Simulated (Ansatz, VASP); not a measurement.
**NaCl: VASP beside Ansatz**

Contents of POSCAR:

```
NaCl
1.0
    0.0524665221      2.8114432507      2.8114432507
    2.8114432507      0.0524665221      2.8114432507
    2.8114432507      2.8114432507      0.0524665221
Na Cl
1 1
Direct
    0.0000000000      0.0000000000      0.0000000000
    0.5000000000      0.5000000000      0.5000000000
```

INCAR.step1

```
PREC = Accurate
ENCUT = 520
EDIFF = 1E-5
ISMEAR = 0
SIGMA = 0.01
LREAL = False
LASPH = True
NELM = 60
ALGO = Normal
ISIF = 2
LWAVE = True
LCHARG = False
NBANDS = 14
GGA = PE
```

Contents of INCAR.step2:

```
PREC = Accurate
ENCUT = 520
EDIFF = 1E-6
ISMEAR = 0
SIGMA = 0.01
LREAL = False
LASPH = True
NELM = 60
ALGO = Normal
ISIF = 2
LWAVE = False
LCHARG = False
GGA = PE
LHFCALC = True
HFSCREEN = 0.2079
PRECFOCK = Normal
NBANDS = 14
ISTART = 1
```

KPOINTS

```
Automatic mesh
0
Gamma
  6 6 6
```

Input for Ansatz:

```yaml
crystal:
  lattice:
    - [0.0524665221, 2.8114432507, 2.8114432507]
    - [2.8114432507, 0.0524665221, 2.8114432507]
    - [2.8114432507, 2.8114432507, 0.0524665221]
  atoms:
    - { symbol: Na, position: [0.0, 0.0, 0.0] }
    - { symbol: Cl, position: [0.5, 0.5, 0.5] }
kpoints:
  mp_grid: { grid: [6, 6, 6] }
  band_path:
    path:
      - [0.0, 0.0, 0.0]
      - [0.5, 0.0, 0.5]
      - [0.625, 0.25, 0.625]
      - [0.375, 0.375, 0.75]
      - [0.5, 0.5, 0.5]
      - [0.5, 0.25, 0.75]
    npoints: 1
hamiltonian:
  xc: hse06
scf:
  occupations: { method: fixed }
  n_extra_bands: 4
output:
  forces: true
  stress: true
  eigenvalues: true
```

Change from the starting cell: epitaxial_111 strain -1.6%.

Alike in both runs: task single point; functional HSE06; k mesh 6 × 6 × 6; no spin polarisation.

```csv
,VASP,Ansatz
version,VASP 6.6.1,Ansatz 0.2.0
potentials or method,"VASP PAW PBE potentials, release 64 (Na_pv, Cl)","plane waves, PAW"
plane-wave cutoff (eV),520,420
occupations,"gaussian, width 0.01 eV",fixed
valence electrons in the cell,14,16
```

```tsv
	VASP	Ansatz	Ansatz less VASP
gap on the k mesh at the Fermi level (eV)	6.59	6.60	+0.009
pressure (GPa)	1.3	1.2	-0.03
traceless stress, the component that is largest in VASP (GPa)	-0.26	-0.26	-0.001
```

VASP's potentials hold 14 valence electrons a cell and Ansatz's 16, so a difference there can come from the potentials and not from the codes. Ansatz's warnings: stress exchange threshold loose, stress scf threshold loose.
